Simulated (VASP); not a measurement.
Write the native input for VASP 6.6.1 that does the following.

| Property | Result |
| --- | --- |
| Task | relaxation of volume and atoms at fixed shape |
| Functional | LDA |
| Potentials or basis | VASP PAW LDA potentials, release 64 (Ti_sv) |
| Cutoff | 600 eV |
| k mesh | 18 × 18 × 10 |
| Occupations | methfessel-paxton, width 0.02 eV |
| Spin | no spin polarisation |
| Dipole correction | no |
| Further INCAR settings | ALGO = Normal; EDIFF = 1e-06; IBRION = 2; EDIFFG = -0.01; NSW = 80; ISIF = 8 |

The structure of Ti lies in POSCAR:

```
Ti
1.0
    2.9500000000      0.0000000000      0.0000000000
   -1.4750000000      2.5547700000      0.0000000000
    0.0000000000      0.0000000000      4.6800000000
Ti
2
Direct
    0.3333333333      0.6666666667      0.2500000000
    0.6666666667      0.3333333333      0.7500000000
```

These files were run (other wordings do the same):

INCAR

```
ALGO = Normal
EDIFF = 1E-6
EDIFFG = -0.01
ENCUT = 600
GGA = CA
IBRION = 2
ISIF = 8
ISMEAR = 1
LASPH = T
LCHARG = F
LREAL = F
LWAVE = F
NELM = 60
NSW = 80
PREC = Accurate
SIGMA = 0.02
```

KPOINTS

```
k-points
0
Gamma
  18 18 10
```

Potentials or basis: VASP PAW LDA potentials, release 64 (Ti_sv).

Command:

```sh
$ cat potpaw_LDA.64/Ti_sv/POTCAR > POTCAR
$ mpirun -np 1 vasp_std > vasp.out
```

It gave:

```json
{
  "Relaxed volume": "16.06 Å³/atom",
  "Relaxed cell": "a = 2.860 Å, b = 2.860 Å, c = 4.537 Å, α = 90.00°, β = 90.00°, γ = 120.00°",
  "Space group after relaxing (to 0.05 Å)": "P6_3/mmc (No. 194)",
  "Energy gained by relaxing": "51.3 meV/atom",
  "Ionic steps": "4",
  "Pressure after relaxing": "0.1 GPa",
  "Band gap on the k mesh": "zero (band 12 reaches 9.79 eV, above the bottom of band 13 at 8.64 eV)"
}
```

Wall time 2.4 min on 1 thread of Intel(R) Xeon(R) 6975P-C (Granite Rapids), with other jobs on the host, peak memory 0.25 GiB.
